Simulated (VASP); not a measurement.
## Zr4B: single point with PBE

Zr4B:

```
CELL_PARAMETERS angstrom
-2.95310 2.95310 2.95310
2.95310 -2.95310 2.95310
2.95310 2.95310 -2.95310
ATOMIC_POSITIONS crystal
Zr 0.50000 0.50000 0.50000
Zr 0.00000 0.00000 0.50000
Zr 0.00000 0.50000 0.00000
Zr 0.50000 0.00000 0.00000
B 0.00000 0.00000 0.00000
```

* Program: VASP 6.6.1
* Task: single point
* Functional: PBE
* Potentials or basis: VASP PAW PBE potentials, release 64 (Zr_sv, B)
* Cutoff: 520 eV
* k mesh: 10 × 10 × 10
* Occupations: gaussian, width 0.1 eV
* Spin: no spin polarisation
* Dipole correction: no
* Further INCAR settings: ALGO = Fast; EDIFF = 1e-07; NBANDS = 34

```yaml
Pressure: 0.0 GPa
```

Levels at points of the mesh, in eV from the Fermi level:
| k point | band 23 | band 24 | band 25 | band 26 | band 27 | band 28 |
| --- | --- | --- | --- | --- | --- | --- |
| (0.00, 0.00, 0.00) | -0.35 | -0.35 | -0.35 | 0.27 | 0.27 | 0.27 |
| (0.50, 0.00, 0.00) | -0.82 | -0.47 | -0.06 | 0.11 | 0.55 | 0.72 |
| (0.50, 0.50, 0.50) | -1.60 | -0.73 | -0.73 | -0.73 | 0.33 | 0.33 |

Wall time 2.4 min on 1 thread of Intel(R) Xeon(R) 6975P-C (Granite Rapids) (shared host), peak memory 0.31 GiB.
